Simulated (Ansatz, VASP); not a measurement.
# FeNi3: VASP beside Ansatz

```
CELL_PARAMETERS angstrom
3.54500 0.00000 0.00000
0.00000 3.54500 0.00000
0.00000 0.00000 3.54500
ATOMIC_POSITIONS crystal
Fe 0.00000 0.00000 0.00000
Ni 0.00000 0.50000 0.50000
Ni 0.50000 0.00000 0.50000
Ni 0.50000 0.50000 0.00000
```

Alike in both runs: task single point; functional PBEsol; k mesh 6 × 6 × 6; occupations gaussian, width 0.1 eV; collinear spin.

```csv
,VASP,Ansatz
version,VASP 6.6.1,Ansatz 0.2.0
potentials or method,"VASP PAW PBE potentials, release 64 (Fe, Ni), cutoff 520 eV","scalar-relativistic, plane waves, PAW"
valence electrons in the cell,38,70
```

|  | VASP | Ansatz | Ansatz less VASP |
| --- | --- | --- | --- |
| gap on the k mesh at the Fermi level (eV) | none | none | - |
| pressure (GPa) | -9.4 | -9.5 | -0.14 |
| net moment per atom (μB) | 1.22 | 1.22 | +0.004 |
| size of the moment on the site where the two differ most (μB) | 0.66 | 0.71 | +0.047 |

VASP's potentials were made for PBE, not for PBEsol. Site moments also hang on the region over which each program counts them. A gap of «none» marks a metal or a gap that the smearing closes. VASP's potentials hold 38 valence electrons a cell and Ansatz's 70, so a difference there can come from the potentials and not from the codes.
